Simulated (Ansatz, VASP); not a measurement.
# Two plane-wave programs on WSe2

```
W Se
1.0
     3.31436    0.00000    0.00000
    -1.65718    2.87032    0.00000
     0.00000    0.00000   16.99185
W Se
1 2
Direct
  0.00000 0.00000 0.00000
  0.33333 0.66667 0.09775
  0.33333 0.66667 0.90225
```

Change from the starting cell: strain along c alone, the other axes held, atoms relaxed: +2.0 %.

Alike in both runs: functional r2SCAN; k mesh 12 × 12 × 2; occupations gaussian, width 0.02 eV; no spin polarisation.

Ansatz relaxed the structure, and its values are those at the end. VASP's run is a single point on that final structure, the one shown.

|  | VASP | Ansatz |
| --- | --- | --- |
| version | VASP 6.6.1 | Ansatz 0.2.0 |
| potentials or method | VASP PAW PBE potentials, release 64 (W_sv, Se), cutoff 520 eV | scalar-relativistic, plane waves, PAW |
| valence electrons in the cell | 26 | 46 |

Ansatz gave:

```
gap on the k mesh at the Fermi level (eV) : 1.64
least direct gap on the mesh (eV)         : 1.64
rms of the force components (eV/Å)        : 0.000
```

Q: Estimate VASP's values.

A: gap on the k mesh at the Fermi level (eV): 1.64; least direct gap on the mesh (eV): 1.64; rms of the force components (eV/Å): 0.021.

VASP's potentials were made for PBE, not for r2SCAN. With one functional, cell and mesh, what is left measures potentials, basis and numerics. VASP's potentials hold 26 valence electrons a cell and Ansatz's 46, so a difference there can come from the potentials and not from the codes. Ansatz's warnings: stress scf threshold loose.

Spin-orbit coupling is off throughout.
